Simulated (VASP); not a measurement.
Li: vibrations by perturbation theory with LDA

Crystal: Li.

```
Li
1.0
     3.11100    0.00000    0.00000
    -1.55550    2.69421    0.00000
     0.00000    0.00000    5.09300
Li
2
Direct
  0.33333 0.66667 0.25000
  0.66667 0.33333 0.75000
```

This isn't the form of Li at room conditions, which is bcc.

| Item | Value |
| --- | --- |
| Program | VASP 6.6.1 |
| Task | vibrations by perturbation theory |
| Functional | LDA |
| Potentials or basis | VASP PAW LDA potentials, release 64 (Li_sv) |
| Cutoff | 520 eV |
| k mesh | 12 × 12 × 6 |
| Occupations | methfessel-paxton, width 0.1 eV |
| Spin | no spin polarisation |
| Dipole correction | no |
| Further INCAR settings | ALGO = Normal; EDIFF = 1e-08; NBANDS = 10; IBRION = 8; NSW = 1 |

* Highest phonon frequency at Γ: 288 cm⁻¹

Phonon frequencies in cm⁻¹ (negative: imaginary):
| q point | frequencies |
| --- | --- |
| (0.000, 0.000, 0.000) | 0 0 0 104 104 288 |

Run time: 4.2 min on 1 thread of Intel Xeon 8259CL, with other jobs on the host, peak memory 0.33 GiB.

Caveat: the cell stands under pressure or tension, which shifts response properties.
